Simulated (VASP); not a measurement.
Crystal: Li.

```
Li
1.0
     4.42000    0.00000    0.00000
     0.00000    4.42000    0.00000
     0.00000    0.00000    4.42000
Li
4
Direct
  0.00000 0.00000 0.00000
  0.00000 0.50000 0.50000
  0.50000 0.00000 0.50000
  0.50000 0.50000 0.00000
```

| Quantity | Value |
| --- | --- |
| Program | VASP 6.6.1 |
| Task | relaxation of volume and atoms at fixed shape |
| Functional | PBEsol |
| Potentials or basis | VASP PAW PBE potentials, release 64 (Li_sv) |
| Cutoff | 600 eV |
| k mesh | 9 × 9 × 9 |
| Occupations | methfessel-paxton, width 0.05 eV |
| Spin | no spin polarisation |

At the start: pressure -1.0 GPa; volume 21.59 Å³/atom.

Problem. How do energy, volume and symmetry change on relaxing?

Solution. Over 3 steps the energy falls by 5.3 meV/atom and the volume is 20.07 Å³/atom (-7.0 %); space group Fm-3m (No. 225, to 0.05 Å).

Step by step:
| step | energy change (eV) | largest force (eV/Å) | pressure (GPa) | volume (Å³) |
| --- | --- | --- | --- | --- |
| 1 | 0.0000 | 0.0000 | -0.95 | 86.35 |
| 2 | -0.0085 | 0.0000 | -0.76 | 84.76 |
| 3 | -0.0212 | 0.0000 | -0.12 | 80.27 |

Final structure:
```
CELL_PARAMETERS angstrom
4.31369 0.00000 0.00000
0.00000 4.31369 0.00000
0.00000 0.00000 4.31369
ATOMIC_POSITIONS crystal
Li 0.00000 0.00000 0.00000
Li 0.00000 0.50000 0.50000
Li 0.50000 0.00000 0.50000
Li 0.50000 0.50000 0.00000
```

Caveat: the cutoff is under 1.25 times the usual one of these potentials, so pressure, stress and relaxed cells hold a basis-set (Pulay) error; the PAW data sets were made with another functional, which shifts forces and pressure a little.
